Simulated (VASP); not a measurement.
Write the native input for VASP 6.6.1 that does the following.

```yaml
Task: single point
Functional: r2SCAN
Potentials_or_basis: VASP PAW PBE potentials, release 64 (Pb_d, Se)
Cutoff: 520 eV
k_mesh: 6 × 6 × 6
Occupations: gaussian, width 0.01 eV
Spin: no spin polarisation
Dipole_correction: no
Further_INCAR_settings: ALGO = Normal; EDIFF = 1e-06; NBANDS = 17
```

PbSe:

```
CELL_PARAMETERS angstrom
0.00000 3.11412 3.11412
3.11412 0.00000 3.11412
3.11412 3.11412 0.00000
ATOMIC_POSITIONS crystal
Pb 0.00000 0.00000 0.00000
Se 0.50000 0.50000 0.50000
```

One way to write it, as run:

POSCAR

```
PbSe
1.0
    0.0000000000      3.1141219194      3.1141219194
    3.1141219194      0.0000000000      3.1141219194
    3.1141219194      3.1141219194      0.0000000000
Pb Se
1 1
Direct
    0.0000000000      0.0000000000      0.0000000000
    0.5000000000      0.5000000000      0.5000000000
```

INCAR.step1

```
SYSTEM = PbSe
PREC     = Accurate       ! precision mode
ENCUT    = 520            ! plane-wave cutoff, eV
ISMEAR   = 0              ! smearing method
SIGMA    = 0.01           ! smearing width, eV
LREAL    = .False.        ! projectors in reciprocal space
LASPH    = .True.         ! aspherical terms in the spheres
NELM     = 60             ! most SCF steps
NBANDS   = 17             ! bands
GGA      = PE             ! functional
ALGO     = Normal         ! electronic algorithm
EDIFF    = 1E-4           ! SCF threshold, eV
LWAVE    = .True.         ! write WAVECAR
LCHARG   = .False.        ! write CHGCAR
```

INCAR.step2

```
SYSTEM = PbSe
PREC     = Accurate       ! precision mode
ENCUT    = 520            ! plane-wave cutoff, eV
EDIFF    = 1E-6           ! SCF threshold, eV
ISMEAR   = 0              ! smearing method
SIGMA    = 0.01           ! smearing width, eV
LREAL    = .False.        ! projectors in reciprocal space
LASPH    = .True.         ! aspherical terms in the spheres
NELM     = 60             ! most SCF steps
ALGO     = Normal         ! electronic algorithm
ISIF     = 2              ! what is computed and relaxed
LWAVE    = .False.        ! write WAVECAR
LCHARG   = .False.        ! write CHGCAR
METAGGA  = R2SCAN         ! meta-GGA
LMIXTAU  = .True.       
NBANDS   = 17             ! bands
ISTART   = 1
```

KPOINTS

```
regular mesh
0
Gamma
  6 6 6
  0 0 0
```

Potentials or basis: VASP PAW PBE potentials, release 64 (Pb_d, Se).

Run with:

```sh
$ cat potpaw_PBE.64/Pb_d/POTCAR potpaw_PBE.64/Se/POTCAR > POTCAR
$ cp INCAR.step1 INCAR
$ mpirun -np 1 vasp_std > vasp.out
$ cp INCAR.step2 INCAR
$ mpirun -np 1 vasp_std > vasp.out
```

Results of the run:

```yaml
Pressure: -1.2 GPa
Band_gap_on_the_k_mesh: 0.75 eV
```

Caveat: the PAW data sets were made with another functional, which shifts forces and pressure a little; spin-orbit coupling is left out, which moves the levels of the heavy elements.

It took 100 s on 1 thread of Intel Xeon 8259CL, with other jobs on the host, peak memory 0.21 GiB.
